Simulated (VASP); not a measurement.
Wanted: the native input for a VASP 6.6.1 run.

```yaml
Task: relaxation of cell and atoms
Functional: PBE
Potentials_or_basis: VASP PAW PBE potentials, release 64 (Na_pv, Cl)
Cutoff: 600 eV
k_mesh: 4 × 4 × 4
Occupations: gaussian, width 0.1 eV
Spin: no spin polarisation
Dipole_correction: no
Further_INCAR_settings: ALGO = Normal; EDIFF = 1e-07; IBRION = 2; EDIFFG = -0.04; NSW = 90; ISIF = 3
```

The structure of NaCl lies in POSCAR:

```
NaCl
1.0
    3.8181210800      0.0000000000      0.0000000000
    0.0000000000      3.8181210800      0.0000000000
    0.0000000000      0.0000000000      5.8593090900
Na Cl
1 1
Direct
    0.5000000000      0.5000000000      0.5000000000
    0.0000000000      0.0000000000      0.5000000000
```

The cell was generated, and may not be a known phase.

These files were run (other wordings do the same):

INCAR

```
SYSTEM = NaCl
PREC = Accurate ; ENCUT = 600
EDIFF = 1E-7 ; ISMEAR = 0
SIGMA = 0.1 ; LREAL = .FALSE.
LASPH = .TRUE. ; NELM = 80
ALGO = Normal ; ISIF = 3
LWAVE = .FALSE. ; LCHARG = .FALSE.
GGA = PE ; IBRION = 2
NSW = 90 ; EDIFFG = -0.04
```

KPOINTS

```
regular mesh
0
G
  4 4 4
  0 0 0
```

Potentials or basis: VASP PAW PBE potentials, release 64 (Na_pv, Cl).

The run is started by

```sh
$ cat potpaw_PBE.64/Na_pv/POTCAR potpaw_PBE.64/Cl/POTCAR > POTCAR
$ mpirun -np 1 vasp_std > vasp.out
```

Results of the run:

The relaxed cell is a = 3.841 Å, b = 3.841 Å, c = 5.860 Å, α = 90.00°, β = 90.00°, γ = 90.00°, the space group after relaxing (to 0.1 Å) is P4/mmm (No. 123) and the energy gained by relaxing is 0.9 meV/atom. The ionic steps are 2 and the pressure after relaxing is 0.1 GPa. The band gap on the k mesh is 4.53 eV (least direct gap 4.60 eV).

Wall time 40 s on 1 thread of Intel Xeon 8259CL, with other jobs on the host, peak memory 0.21 GiB.
